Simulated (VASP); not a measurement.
Set up this calculation in VASP 6.6.1, as the native input.

```
Task                   : single point
Functional             : PBE
Potentials or basis    : VASP PAW PBE potentials, release 64 (Zn, Cu)
Cutoff                 : 600 eV
k mesh                 : 8 × 8 × 8
Occupations            : fermi-dirac, width 0.05 eV
Spin                   : no spin polarisation
Dipole correction      : no
Further INCAR settings : ALGO = Normal; EDIFF = 1e-06; NBANDS = 18
```

The structure of ZnCu lies in POSCAR:

```
ZnCu
1.0
    2.9051978236      0.0000000000      0.0000000000
    0.0000000000      2.9051978236      0.0000000000
    0.0000000000      0.0000000000      2.9051978236
Zn Cu
1 1
Direct
    0.5000000000      0.5000000000      0.5000000000
    0.0000000000      0.0000000000      0.0000000000
```

These files were run (other wordings do the same):

INCAR

```
PREC = Accurate
ENCUT = 600
EDIFF = 1E-6
ISMEAR = -1
SIGMA = 0.05
LREAL = F
LASPH = T
NELM = 120
ALGO = Normal
ISIF = 2
LWAVE = F
LCHARG = T
GGA = PE
LELF = T
LVHAR = T
NBANDS = 18
GGA_COMPAT = F
```

KPOINTS

```
Automatic mesh
0
Gamma
  8 8 8
```

Potentials or basis: VASP PAW PBE potentials, release 64 (Zn, Cu).

The run is started by

```console
$ cat potpaw_PBE.64/Zn/POTCAR potpaw_PBE.64/Cu/POTCAR > POTCAR
$ mpirun -np 1 vasp_std > vasp.out
```

It gave:

```yaml
Pressure: 8.9 GPa
```

It took 17 s on 1 thread of Intel(R) Xeon(R) Platinum 8259CL CPU @ 2.50GHz (Skylake/Cascade Lake) (shared host), peak memory 0.14 GiB.
